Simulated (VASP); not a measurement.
# CoSn2 (I4/mcm) in VASP: a series of runs

Runs on CoSn2. Level: PBEsol. Tasks: single point.

All numbers are computed with VASP 6.6.1; they aren't measurements. Logs are shortened: lines on timing, memory, paths and dates and some standing lists are left out, and cuts for length are marked.

### Step 1. The cell of the first run

It takes space group I4/mcm (No. 140, tetragonal). Conventional cell: a = 6.279 Å, b = 6.279 Å, c = 5.398 Å, α = 90.00°, β = 90.00°, γ = 90.00°. Co (site symmetry 422) has 2 Co at 2.70 Å and 8 Sn at 2.70 Å within 3.6 Å. Sn (site symmetry m2m) has 4 Co at 2.70 Å and 11 Sn at 2.95 to 3.41 Å within 3.6 Å.

### Step 2. Single point, PBEsol

The input, INCAR:

```
SYSTEM = CoSn2
PREC = Accurate
ENCUT = 600
EDIFF = 1E-6
ISMEAR = 0
SIGMA = 0.1
LREAL = .False.
LASPH = .True.
NELM = 120
ALGO = Normal
ISIF = 2
LWAVE = .False.
LCHARG = .False.
GGA = PS
NBANDS = 46
GGA_COMPAT = .False.
```

The input, KPOINTS:

```
Automatic mesh
0
Gamma
  8 8 8
  0 0 0
```

The input, POSCAR:

```
CoSn2
1.0
   -3.1395513679      3.1395513679      2.6990469663
    3.1395513679     -3.1395513679      2.6990469663
    3.1395513679      3.1395513679     -2.6990469663
Co Sn
2 4
Direct
    0.2500000000      0.2500000000      0.0000000000
    0.7500000000      0.7500000000      0.0000000000
    0.6662898108      0.1662898108      0.8325796216
    0.1662898108      0.3337101892      0.5000000000
    0.3337101892      0.8337101892      0.1674203784
    0.8337101892      0.6662898108      0.5000000000
```

Potentials or basis: VASP PAW PBE potentials, release 64 (Co, Sn_d).

Launch:

```bash
cat potpaw_PBE.64/Co/POTCAR potpaw_PBE.64/Sn_d/POTCAR > POTCAR
mpirun -np 1 vasp_std > vasp.out
```

OUTCAR:

```text
SYSTEM = CoSn2
   PREC = Accurate
   ENCUT = 600
   EDIFF = 1E-6
   ISMEAR = 0
   LREAL = .False.
   LASPH = .True.
   NELM = 120
   ISIF = 2
   GGA = PS

 ion  position               nearest neighbor table
   1  0.250  0.250  0.000-   2 2.70   2 2.70   3 2.70   5 2.70   6 2.70   6 2.70   4 2.70   4 2.70
                             3 2.70   5 2.70
   2  0.750  0.750  0.000-   1 2.70   1 2.70   3 2.70   5 2.70   4 2.70   4 2.70   6 2.70   6 2.70
                             5 2.70   3 2.70
   3  0.666  0.166  0.833-   1 2.70   2 2.70   1 2.70   2 2.70   5 2.95   5 3.08   5 3.08   6 3.31
                             4 3.31   4 3.31   6 3.31   6 3.41   4 3.41   4 3.41   6 3.41
   4  0.166  0.334  0.500-   2 2.70   2 2.70   1 2.70   1 2.70   6 2.95   6 3.08   6 3.08   3 3.31
                             5 3.31   5 3.31   3 3.31   3 3.41   5 3.41   3 3.41   5 3.41
   5  0.334  0.834  0.167-   1 2.70   2 2.70   1 2.70   2 2.70   3 2.95   3 3.08   3 3.08   6 3.31
                             4 3.31   6 3.31   4 3.31   4 3.41   6 3.41   6 3.41   4 3.41
   6  0.834  0.666  0.500-   1 2.70   1 2.70   2 2.70   2 2.70   4 2.95   4 3.08   4 3.08   5 3.31
                             3 3.31   3 3.31   5 3.31   5 3.41   3 3.41   3 3.41   5 3.41

  LATTYP: Found a body centered tetragonal cell.
 ALAT       =     6.2791027358
 C/A-ratio  =     0.8596919273

  Lattice vectors:

 A1 = (  -3.1395513679,   3.1395513679,   2.6990469663)
 A2 = (   3.1395513679,  -3.1395513679,   2.6990469663)
 A3 = (   3.1395513679,   3.1395513679,  -2.6990469663)

Analysis of symmetry for initial positions (statically):
=====================================================================
 Subroutine PRICEL returns:
 Original cell was already a primitive cell.

 Routine SETGRP: Setting up the symmetry group for a
 body centered tetragonal supercell.

 Subroutine GETGRP returns: Found 16 space group operations
 (whereof  8 operations were pure point group operations)
 out of a pool of 16 trial point group operations.

The static configuration has the point symmetry C_4h.
 The point group associated with its full space group is D_4h.

Analysis of symmetry for dynamics (positions and initial velocities):
=====================================================================
 Subroutine PRICEL returns:
 Original cell was already a primitive cell.

 Routine SETGRP: Setting up the symmetry group for a
 body centered tetragonal supercell.

 Subroutine GETGRP returns: Found 16 space group operations
 (whereof  8 operations were pure point group operations)
 out of a pool of 16 trial point group operations.

The dynamic configuration has the point symmetry C_4h.
[... 114 lines left out ...]
   ISIF   =      2    stress and relaxation
   ISYM   =      2    0-nonsym 1-usesym 2-fastsym
   POTIM  = 0.5000    time-step for ionic-motion
   TEBEG  =    0.0;   TEEND  =   0.0 temperature during run
   PSTRESS=    0.0 pullay stress
   NELECT =      74.0000    total number of electrons
   NUPDOWN=      -1.0000    fix difference up-down
   EMIN   =  10.00;   EMAX   =-10.00  energy-range for DOS
   EFERMI =   0.00;   METHOD = LEGACY
   ISMEAR =     0;   SIGMA  =   0.10  broadening in eV -4-tet -1-fermi 0-gaus
   EFERMI_NEDOS =   21; number of points for ismear=-14 and -15
   IALGO  =     38    algorithm
   IMIX   =      4    mixing-type and parameters
     AMIX     =   0.40;   BMIX     =  1.00
     AMIX_MAG =   1.60;   BMIX_MAG =  1.00
  volume/ion in A,a.u.               =      17.74       119.69
  Fermi-wavevector in a.u.,A,eV,Ry     =   1.450386  2.740832 28.621473  2.103619
  Thomas-Fermi vector in A             =   2.568004
   LORBIT       =      0    0 simple, 1 ext, 2 COOP (PROOUT), +10 PAW based schemes
   GGA     = PS    functional components
   LHFCALC =     F    Hartree Fock is set to
   AEXX    =    0.0000 exact exchange contribution
   IVDW    =     0    specifies the selected vdW correction
   LEPSILON=     F    determine dielectric tensor
   LRPA    =     F    only Hartree local field effects (RPA)
 non-spin polarized calculation
 Gauss-broadening in eV      SIGMA  =   0.10
  energy-cutoff  :      600.00
  volume of cell :      106.42
 maximum number of plane-waves:      3595
 NGX is ok and might be reduce to    42
   NGX = 21   NGY = 21   NGZ = 21

 number of electron      74.0000004 magnetization

 Free energy of the ion-electron system (eV)
  ---------------------------------------------------
  ext. energy  EPLUGINS =         0.00000000
  ---------------------------------------------------
  free energy    TOTEN  =       -33.29915880 eV

  energy without entropy =      -33.28314795  energy(sigma->0) =      -33.29115337

 E-fermi :  10.8726     XC(G=0): -12.1042

 val. band max:       10.8511597495   @ k =   0.2500   0.0000   0.0000
 cond. band min:      10.8819125570   @ k =  -0.2500  -0.2500   0.1250
 fundamental gap:      0.0307528075
 Fermi energy:        10.8726114688

 k-point     1 :       0.0000    0.0000    0.0000
  band No.  band energies     occupation
      1     -10.6309      2.00000
      2     -10.6002      2.00000
      3     -10.5775      2.00000
      4     -10.5744      2.00000
      5     -10.5740      2.00000
      6     -10.5740      2.00000
[... 1165 lines left out ...]
     45      15.1615      0.00000
     46      15.1615      0.00000

 [... further k-points ...]

------------------------ aborting loop because EDIFF is reached ----------------------------------------

  FORCE on cell =-STRESS in cart. coord.  units (eV):
  Direction    XX          YY          ZZ          XY          YZ          ZX
  --------------------------------------------------------------------------------------
  -------------------------------------------------------------------------------------
  Total        0.0413716      0.0413716      0.0466535      0.0000000     -0.0000000      0.0000000
  in kB        0.6228840      0.6228840      0.7024079      0.0000000     -0.0000000      0.0000000
  external PRESSURE =       0.6493920 kB  Pullay stress =       0.0000000 kB

 VOLUME and BASIS-vectors are now :
 -----------------------------------------------------------------------------
  energy-cutoff  :      600.00
  volume of cell :      106.42
      direct lattice vectors                 reciprocal lattice vectors
    -3.139551368  3.139551368  2.699046966     0.000000000  0.159258423  0.185250574
     3.139551368 -3.139551368  2.699046966     0.159258423  0.000000000  0.185250574
     3.139551368  3.139551368 -2.699046966     0.159258423  0.159258423  0.000000000

 POSITION                                       TOTAL-FORCE (eV/Angst)
 -----------------------------------------------------------------------------------
      0.00000      0.00000      1.34952        -0.000000      0.000000     -0.000000
      0.00000      0.00000      4.04857        -0.000000      0.000000     -0.000000
      1.04415      4.18370      0.00000         0.006535      0.006535     -0.000000
      2.09540      1.04415      0.00000        -0.006535      0.006535     -0.000000
      2.09540     -1.04415      2.69905        -0.006535     -0.006535      0.000000
      1.04415      2.09540      2.69905         0.006535     -0.006535     -0.000000
 -----------------------------------------------------------------------------------
    total drift:                                0.000000      0.000000     -0.000000

  FREE ENERGIE OF THE ION-ELECTRON SYSTEM (eV)
  ---------------------------------------------------
  free  energy   TOTEN  =       -33.2991587995 eV

  energy  without entropy=      -33.2831479488  energy(sigma->0) =      -33.29115337
```

OSZICAR:

```text
N       E                     dE             d eps       ncg     rms          rms(c)
DAV:   1     0.818439728776E+03    0.81844E+03   -0.37767E+04  5550   0.296E+03
DAV:   2     0.995670402356E+02   -0.71887E+03   -0.70088E+03  5428   0.710E+02
DAV:   3    -0.276573656130E+02   -0.12722E+03   -0.12351E+03  5608   0.246E+02
DAV:   4    -0.351191650552E+02   -0.74618E+01   -0.73510E+01  6252   0.647E+01
DAV:   5    -0.353241865242E+02   -0.20502E+00   -0.20485E+00  6882   0.104E+01    0.143E+01
DAV:   6    -0.427503014837E+02   -0.74261E+01   -0.51977E+01  6138   0.596E+01    0.257E+01
DAV:   7    -0.333137808531E+02    0.94365E+01   -0.22015E+01  6030   0.509E+01    0.376E+00
DAV:   8    -0.333750715749E+02   -0.61291E-01   -0.26535E+00  6614   0.832E+00    0.291E+00
DAV:   9    -0.333012576487E+02    0.73814E-01   -0.43449E-01  6306   0.574E+00    0.549E-01
DAV:  10    -0.333003967543E+02    0.86089E-03   -0.22473E-02  6294   0.126E+00    0.301E-01
DAV:  11    -0.332991894659E+02    0.12073E-02   -0.18107E-03  7668   0.290E-01    0.113E-01
DAV:  12    -0.332991670044E+02    0.22462E-04   -0.11913E-04  6340   0.689E-02    0.617E-02
DAV:  13    -0.332991589084E+02    0.80960E-05   -0.36720E-05  6376   0.503E-02    0.117E-02
DAV:  14    -0.332991587995E+02    0.10886E-06   -0.28771E-06  4774   0.147E-02
   1 F= -.33299159E+02 E0= -.33291153E+02  d E =-.160109E-01
```

stdout:

```text
POSCAR found type information on POSCAR CoSn
 POSCAR found :  2 types and       6 ions
 scaLAPACK will be used
 -----------------------------------------------------------------------------
|                                                                             |
|                                                                             |
|     You enforced a specific xc type in the INCAR file but a different       |
|     I HOPE YOU KNOW WHAT YOU ARE DOING!                                     |
|                                                                             |
 -----------------------------------------------------------------------------

 LDA part: xc-table for (Slater+PW92), standard interpolation
 POSCAR, INCAR and KPOINTS ok, starting setup
 FFT: planning ... GRIDC
 FFT: planning ... GRID_SOFT
 FFT: planning ... GRID
 WAVECAR not read
 entering main loop
```

Wall time 7.5 min (1 thread of Intel Xeon 6975P-C, shared host); peak memory 0.44 GiB.

What came out:

- Free energy: -33.2992 eV
- Pressure: 0.1 GPa
- Largest force: 0.009 eV/Å
- Band gap on the k mesh: zero (band 37 reaches 11.92 eV, above the bottom of band 38 at 10.27 eV)

Forces on the atoms (eV/Å):
```
Co   0.000  0.000  0.000
Co   0.000  0.000  0.000
Sn   0.007  0.007  0.000
Sn  -0.007  0.007  0.000
Sn  -0.007 -0.007  0.000
Sn   0.007 -0.007  0.000
```

Levels at points of the mesh, in eV from the Fermi level:
```
           k point  band 33  band 34  band 35  band 36  band 37  band 38  band 39  band 40  band 41  band 42
(0.00, 0.00, 0.00)    -1.95    -1.34    -1.15    -1.07    -0.59    -0.59     0.42     0.50     0.50     0.67
(0.50, 0.00, 0.00)    -1.03    -1.03    -0.72    -0.72     0.22     0.22     1.98     1.98     3.31     3.31
(0.50, 0.50, 0.00)    -1.42    -1.13    -1.08    -0.71    -0.59     0.73     0.85     1.43     2.95     3.74
(0.50, 0.50, 0.50)    -0.88    -0.70    -0.70     0.26     0.27     1.66     2.69     2.72     2.72     2.98
```

Caveat: the PAW data sets were made with another functional, which shifts forces and pressure a little; spin-orbit coupling is left out, which moves the levels of the heavy elements. Spin polarisation is off, so any magnetic state and its effect on volume and gap are missing.

### Step 3. Single point, PBEsol

The input, INCAR:

```
PREC = Accurate
ENCUT = 600
EDIFF = 1E-6
ISMEAR = 0
SIGMA = 0.1
LREAL = F
LASPH = T
NELM = 120
ALGO = Normal
ISIF = 2
LWAVE = F
LCHARG = F
GGA = PS
NBANDS = 46
GGA_COMPAT = F
```

The input, KPOINTS:

```
regular mesh
0
Gamma
  8 8 8
```

POSCAR is that of step 2.

Potentials or basis: VASP PAW PBE potentials, release 64 (Co, Sn_d).

Launch:

```bash
cat potpaw_PBE.64/Co/POTCAR potpaw_PBE.64/Sn_d/POTCAR > POTCAR
mpirun -np 1 vasp_std > vasp.out
```

Wall time 6.7 min (1 thread of Intel Xeon 6975P-C, shared host); peak memory 0.45 GiB.

It converged, with:

```
Free energy            : -33.2992 eV
Pressure               : 0.1 GPa
Largest force          : 0.009 eV/Å
Band gap on the k mesh : zero (band 37 reaches 11.92 eV, above the bottom of band 38 at 10.27 eV)
```

Forces on the atoms (eV/Å):
```
Co   0.000  0.000  0.000
Co   0.000  0.000  0.000
Sn   0.007  0.007  0.000
Sn  -0.007  0.007  0.000
Sn  -0.007 -0.007  0.000
Sn   0.007 -0.007  0.000
```

Levels at points of the mesh, in eV from the Fermi level:
```
           k point  band 33  band 34  band 35  band 36  band 37  band 38  band 39  band 40  band 41  band 42
(0.00, 0.00, 0.00)    -1.95    -1.34    -1.15    -1.07    -0.59    -0.59     0.42     0.50     0.50     0.67
(0.50, 0.00, 0.00)    -1.03    -1.03    -0.72    -0.72     0.22     0.22     1.98     1.98     3.31     3.31
(0.50, 0.50, 0.00)    -1.42    -1.13    -1.08    -0.71    -0.59     0.73     0.85     1.43     2.95     3.74
(0.50, 0.50, 0.50)    -0.88    -0.70    -0.70     0.26     0.27     1.66     2.69     2.72     2.72     2.98
```

Caveat: the PAW data sets were made with another functional, which shifts forces and pressure a little; spin-orbit coupling is left out, which moves the levels of the heavy elements.
